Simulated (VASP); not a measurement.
Here is a VASP 6.6.1 calculation.

Contents of POSCAR:

```
PIr
1.0
    0.0000000000      2.4532666756      2.4532666756
    2.4532666756      0.0000000000      2.4532666756
    2.4532666756      2.4532666756      0.0000000000
Ir P
1 1
Direct
    0.5000000000      0.5000000000      0.5000000000
    0.0000000000      0.0000000000      0.0000000000
```

File INCAR.step1:

```
SYSTEM = PIr
PREC = Accurate
ENCUT = 520
ISMEAR = 0
SIGMA = 0.05
LREAL = .FALSE.
LASPH = .TRUE.
NELM = 150
MAGMOM = 0 0 0 0 0 0
LSORBIT = .TRUE.
GGA_COMPAT = .FALSE.
LMAXMIX = 4
NBANDS = 26
GGA = PE
ALGO = Normal
EDIFF = 1E-4
LWAVE = .TRUE.
LCHARG = .FALSE.
```

File INCAR.step2:

```
SYSTEM = PIr
PREC = Accurate
ENCUT = 520
EDIFF = 1E-7
ISMEAR = 0
SIGMA = 0.05
LREAL = .FALSE.
LASPH = .TRUE.
NELM = 150
ALGO = Normal
ISIF = 2
LWAVE = .FALSE.
LCHARG = .FALSE.
MAGMOM = 0 0 0 0 0 0
LORBIT = 11
LSORBIT = .TRUE.
GGA_COMPAT = .FALSE.
LORBMOM = .TRUE.
LMAXMIX = 4
METAGGA = R2SCAN
LMIXTAU = .TRUE.
NBANDS = 26
ISTART = 1
```

KPOINTS

```
Automatic mesh
0
G
  10 10 10
  0 0 0
```

Potentials or basis: VASP PAW PBE potentials, release 64 (Ir, P).

The run is started by

```bash
$ cat potpaw_PBE.64/Ir/POTCAR potpaw_PBE.64/P/POTCAR > POTCAR
$ cp INCAR.step1 INCAR
$ mpirun -np 1 vasp_ncl > vasp.out
$ cp INCAR.step2 INCAR
$ mpirun -np 1 vasp_ncl > vasp.out
```

(1) What does it give for the net moment?

(2) Estimate the pressure.

Results:

(1) 0.00 μB per cell.

(2) 2.3 GPa.

Caveat: the PAW data sets were made with another functional, which shifts forces and pressure a little.
